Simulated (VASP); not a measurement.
# BN (F-43m) in VASP: notebook, part 2 of 2

VASP 6.6.1. The steps go on from the part before.

### 3 Single point, PBE

This run uses another cell than the first one, of 6.38 Å³/atom, 1.038 times its volume.

Contents of INCAR:

```
SYSTEM = BN
PREC = Accurate ; ENCUT = 600
EDIFF = 1E-6 ; ISMEAR = 0
SIGMA = 0.01 ; LREAL = .False.
LASPH = .True. ; NELM = 120
ALGO = Normal ; ISIF = 2
LWAVE = .False. ; LCHARG = .False.
GGA = PE ; NBANDS = 11
GGA_COMPAT = .False.
```

Contents of KPOINTS:

```
regular mesh
0
Gamma
  4 4 4
  0 0 0
```

Contents of POSCAR:

```
BN
1.0
    0.0000000000      1.8549819070      1.8549819070
    1.8549819070      0.0000000000      1.8549819070
    1.8549819070      1.8549819070      0.0000000000
B N
1 1
Direct
    0.0000000000      0.0000000000      0.0000000000
    0.2500000000      0.2500000000      0.2500000000
```

Potentials or basis: VASP PAW PBE potentials, release 64 (B, N).

Started as:

```bash
$ cat potpaw_PBE.64/B/POTCAR potpaw_PBE.64/N/POTCAR > POTCAR
$ mpirun -np 1 vasp_std > vasp.out
```

OUTCAR:

```text
SYSTEM = BN
   PREC = Accurate
   ENCUT = 600
   EDIFF = 1E-6
   ISMEAR = 0
   LREAL = .False.
   LASPH = .True.
   NELM = 120
   ISIF = 2
   GGA = PE

 ion  position               nearest neighbor table
   1  0.000  0.000  0.000-   2 1.61   2 1.61   2 1.61   2 1.61
   2  0.250  0.250  0.250-   1 1.61   1 1.61   1 1.61   1 1.61

  LATTYP: Found a face centered cubic cell.
 ALAT       =     3.7099638140

  Lattice vectors:

 A1 = (   0.0000000000,   1.8549819070,   1.8549819070)
 A2 = (   1.8549819070,   0.0000000000,   1.8549819070)
 A3 = (   1.8549819070,   1.8549819070,   0.0000000000)

Analysis of symmetry for initial positions (statically):
=====================================================================
 Subroutine PRICEL returns:
 Original cell was already a primitive cell.

 Routine SETGRP: Setting up the symmetry group for a
 face centered cubic supercell.

 Subroutine GETGRP returns: Found 24 space group operations
 (whereof 24 operations were pure point group operations)
 out of a pool of 48 trial point group operations.

The static configuration has the point symmetry T_d .

Analysis of symmetry for dynamics (positions and initial velocities):
=====================================================================
 Subroutine PRICEL returns:
 Original cell was already a primitive cell.

 Routine SETGRP: Setting up the symmetry group for a
 face centered cubic supercell.

 Subroutine GETGRP returns: Found 24 space group operations
 (whereof 24 operations were pure point group operations)
 out of a pool of 48 trial point group operations.

The dynamic configuration has the point symmetry T_d .

 Subroutine INISYM returns: Found 24 space group operations
 (whereof 24 operations are pure point group operations),
 and found     1 'primitive' translations

----------------------------------------------------------------------------------------

[... 101 lines left out ...]
   LHFCALC =     F    Hartree Fock is set to
   AEXX    =    0.0000 exact exchange contribution
   IVDW    =     0    specifies the selected vdW correction
   LEPSILON=     F    determine dielectric tensor
   LRPA    =     F    only Hartree local field effects (RPA)
 non-spin polarized calculation
 Gauss-broadening in eV      SIGMA  =   0.01
  energy-cutoff  :      600.00
  volume of cell :       12.77
 maximum number of plane-waves:       444
 NGX is ok and might be reduce to    24
   NGX = 11   NGY = 11   NGZ = 11

 number of electron       8.0000000 magnetization

 Free energy of the ion-electron system (eV)
  ---------------------------------------------------
  ext. energy  EPLUGINS =         0.00000000
  ---------------------------------------------------
  free energy    TOTEN  =       -17.32095444 eV

  energy without entropy =      -17.32095444  energy(sigma->0) =      -17.32095444

 E-fermi :   6.5971     XC(G=0): -12.4323

 val. band max:        6.5092777176   @ k =   0.0000   0.0000   0.0000
 cond. band min:      10.8576722914   @ k =   0.5000   0.5000   0.0000
 fundamental gap:      4.3483945738
 Fermi energy:         6.5971389373

 k-point     1 :       0.0000    0.0000    0.0000
  band No.  band energies     occupation
      1     -12.8778      2.00000
      2       6.5093      2.00000
      3       6.5093      2.00000
      4       6.5093      2.00000
      5      14.9319      0.00000
      6      14.9319      0.00000
      7      14.9319      0.00000
      8      15.6151      0.00000
      9      29.8057      0.00000
     10      33.3177      0.00000
     11      33.3177      0.00000
[... 85 lines left out ...]
 k-point     8 :      -0.2500    0.5000    0.2500
  band No.  band energies     occupation
      1      -7.4953      2.00000
      2      -0.7656      2.00000
      3       0.0948      2.00000
      4       0.5128      2.00000
      5      15.7609      0.00000
      6      18.8762      0.00000
      7      19.9765      0.00000
      8      20.5021      0.00000
      9      24.6893      0.00000
     10      30.7016      0.00000
     11      34.8263      0.00000

------------------------ aborting loop because EDIFF is reached ----------------------------------------

  FORCE on cell =-STRESS in cart. coord.  units (eV):
  Direction    XX          YY          ZZ          XY          YZ          ZX
  --------------------------------------------------------------------------------------
  -------------------------------------------------------------------------------------
  Total       -1.7869637     -1.7869637     -1.7869637     -0.0000000      0.0000000     -0.0000000
  in kB     -224.2731521   -224.2731521   -224.2731521     -0.0000000      0.0000000     -0.0000000
  external PRESSURE =    -224.2731521 kB  Pullay stress =       0.0000000 kB

 VOLUME and BASIS-vectors are now :
 -----------------------------------------------------------------------------
  energy-cutoff  :      600.00
  volume of cell :       12.77
      direct lattice vectors                 reciprocal lattice vectors
     0.000000000  1.854981907  1.854981907    -0.269544408  0.269544408  0.269544408
     1.854981907  0.000000000  1.854981907     0.269544408 -0.269544408  0.269544408
     1.854981907  1.854981907  0.000000000     0.269544408  0.269544408 -0.269544408

 POSITION                                       TOTAL-FORCE (eV/Angst)
 -----------------------------------------------------------------------------------
      0.00000      0.00000      0.00000         0.000000      0.000000      0.000000
      0.92749      0.92749      0.92749        -0.000000     -0.000000     -0.000000
 -----------------------------------------------------------------------------------
    total drift:                                0.000000      0.000000      0.000000

  FREE ENERGIE OF THE ION-ELECTRON SYSTEM (eV)
  ---------------------------------------------------
  free  energy   TOTEN  =       -17.3209544369 eV

  energy  without entropy=      -17.3209544369  energy(sigma->0) =      -17.32095444
```

Run time: 6.2 s. Hardware: 1 thread of Intel Xeon 8259CL, shared host; peak memory 0.12 GiB.

What came out:

```yaml
Free_energy: -17.3210 eV
Pressure: -22.4 GPa
Band_gap_on_the_k_mesh: 4.35 eV, indirect (least direct gap 8.42 eV)
```

Levels at points of the mesh, in eV from the valence-band top:
```tsv
k point	band 1	band 2	band 3	band 4	band 5	band 6	band 7	band 8	band 9
(0.00, 0.00, 0.00)	-19.39	0.00	0.00	0.00	8.42	8.42	8.42	9.11	23.30
(0.50, 0.00, 0.00)	-15.53	-10.02	-1.80	-1.80	9.13	10.25	10.25	14.45	22.37
(0.50, 0.50, 0.00)	-14.26	-8.44	-4.55	-4.55	4.35	8.76	16.74	16.74	19.52
```

Caveat: the k points lie up to 0.73 Å⁻¹ apart. PBE gaps usually lie below the measured ones, often by a third to a half.

### 4 Single point, PBE

This run uses another cell than the first one, of 6.38 Å³/atom, 1.038 times its volume.

Contents of INCAR:

```
PREC = Accurate
ENCUT = 600
EDIFF = 1E-6
ISMEAR = 0
SIGMA = 0.01
LREAL = F
LASPH = T
NELM = 120
ALGO = Normal
ISIF = 2
LWAVE = F
LCHARG = F
GGA = PE
NBANDS = 11
GGA_COMPAT = F
```

Contents of KPOINTS:

```
regular mesh
0
Gamma
  4 4 4
```

POSCAR is that of step 3.

Potentials or basis: VASP PAW PBE potentials, release 64 (B, N).

Started as:

```bash
$ cat potpaw_PBE.64/B/POTCAR potpaw_PBE.64/N/POTCAR > POTCAR
$ mpirun -np 1 vasp_std > vasp.out
```

OUTCAR:

```text
PREC = Accurate
   ENCUT = 600
   EDIFF = 1E-6
   ISMEAR = 0
   LREAL = F
   LASPH = T
   NELM = 120
   ISIF = 2
   GGA = PE

 ion  position               nearest neighbor table
   1  0.000  0.000  0.000-   2 1.61   2 1.61   2 1.61   2 1.61
   2  0.250  0.250  0.250-   1 1.61   1 1.61   1 1.61   1 1.61

  LATTYP: Found a face centered cubic cell.
 ALAT       =     3.7099638140

  Lattice vectors:

 A1 = (   0.0000000000,   1.8549819070,   1.8549819070)
[... 280 lines left out ...]
------------------------ aborting loop because EDIFF is reached ----------------------------------------

  FORCE on cell =-STRESS in cart. coord.  units (eV):
  Direction    XX          YY          ZZ          XY          YZ          ZX
  --------------------------------------------------------------------------------------
  -------------------------------------------------------------------------------------
  Total       -1.7869637     -1.7869637     -1.7869637     -0.0000000      0.0000000     -0.0000000
  in kB     -224.2731521   -224.2731521   -224.2731521     -0.0000000      0.0000000     -0.0000000
  external PRESSURE =    -224.2731521 kB  Pullay stress =       0.0000000 kB

 VOLUME and BASIS-vectors are now :
 -----------------------------------------------------------------------------
  energy-cutoff  :      600.00
  volume of cell :       12.77
      direct lattice vectors                 reciprocal lattice vectors
     0.000000000  1.854981907  1.854981907    -0.269544408  0.269544408  0.269544408
     1.854981907  0.000000000  1.854981907     0.269544408 -0.269544408  0.269544408
     1.854981907  1.854981907  0.000000000     0.269544408  0.269544408 -0.269544408

 POSITION                                       TOTAL-FORCE (eV/Angst)
 -----------------------------------------------------------------------------------
      0.00000      0.00000      0.00000         0.000000      0.000000      0.000000
      0.92749      0.92749      0.92749        -0.000000     -0.000000     -0.000000
 -----------------------------------------------------------------------------------
    total drift:                                0.000000      0.000000      0.000000

  FREE ENERGIE OF THE ION-ELECTRON SYSTEM (eV)
  ---------------------------------------------------
  free  energy   TOTEN  =       -17.3209544369 eV

  energy  without entropy=      -17.3209544369  energy(sigma->0) =      -17.32095444
```

stdout:

```text
POSCAR found type information on POSCAR B N
 POSCAR found :  2 types and       2 ions
 scaLAPACK will be used
 LDA part: xc-table for (Slater+PW92), standard interpolation
 POSCAR, INCAR and KPOINTS ok, starting setup
 FFT: planning ... GRIDC
 FFT: planning ... GRID_SOFT
 FFT: planning ... GRID
 WAVECAR not read
 entering main loop
```

It used 4 s of CPU time on 1 thread of Intel Xeon 8259CL, with other jobs on the host.

What came out:

```
Free energy            : -17.3210 eV
Pressure               : -22.4 GPa
Band gap on the k mesh : 4.35 eV, indirect (least direct gap 8.42 eV)
```

Levels at points of the mesh, in eV from the valence-band top:
```
           k point  band 1  band 2  band 3  band 4  band 5  band 6  band 7  band 8  band 9
(0.00, 0.00, 0.00)  -19.39    0.00    0.00    0.00    8.42    8.42    8.42    9.11   23.30
(0.50, 0.00, 0.00)  -15.53  -10.02   -1.80   -1.80    9.13   10.25   10.25   14.45   22.37
(0.50, 0.50, 0.00)  -14.26   -8.44   -4.55   -4.55    4.35    8.76   16.74   16.74   19.52
```

Caveat: the k points lie up to 0.73 Å⁻¹ apart. A k mesh can miss the band edges.
